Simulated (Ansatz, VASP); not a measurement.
**Mo2Ru3: VASP beside Ansatz**

```
Mo Ru
1.0
     2.76399    0.00001    0.00000
    -1.38199    2.39375    0.00000
    -0.00017   -0.00006   22.03144
Mo Ru
4 6
Direct
  0.33334 0.66669 0.64864
  0.33334 0.66668 0.85136
  0.66667 0.33333 0.14864
  0.66667 0.33334 0.35136
  0.33333 0.66666 0.04980
  0.33331 0.66665 0.25000
  0.33335 0.66668 0.45020
  0.66666 0.33332 0.75000
  0.66665 0.33333 0.95020
  0.66666 0.33334 0.54980
```

Change from the starting cell: cell x1, atoms moved at random (sigma 0.05 Å) and cell strained at random (1.5 %), then relaxed without symmetry.

Alike in both runs: functional PBE; k mesh 12 × 12 × 1; occupations gaussian, width 0.2 eV; no spin polarisation.

Ansatz relaxed the structure, and its values are those at the end. VASP's run is a single point on that final structure, the one shown.

|  | VASP | Ansatz |
| --- | --- | --- |
| version | VASP 6.6.1 | Ansatz 0.2.0 |
| potentials or method | VASP PAW PBE potentials, release 64 (Mo_sv, Ru_pv), cutoff 520 eV | scalar-relativistic, plane waves, PAW |
| valence electrons in the cell | 140 | 152 |

Ansatz gave:

* gap on the k mesh at the Fermi level (eV): none
* pressure (GPa): 0.0
* rms of the force components (eV/Å): 0.001

Task: Which values does VASP return?

Result: gap on the k mesh at the Fermi level (eV): none; pressure (GPa): 0.2; rms of the force components (eV/Å): 0.006.

A gap of «none» marks a metal or a gap that the smearing closes. VASP's potentials hold 140 valence electrons a cell and Ansatz's 152, so a difference there can come from the potentials and not from the codes.
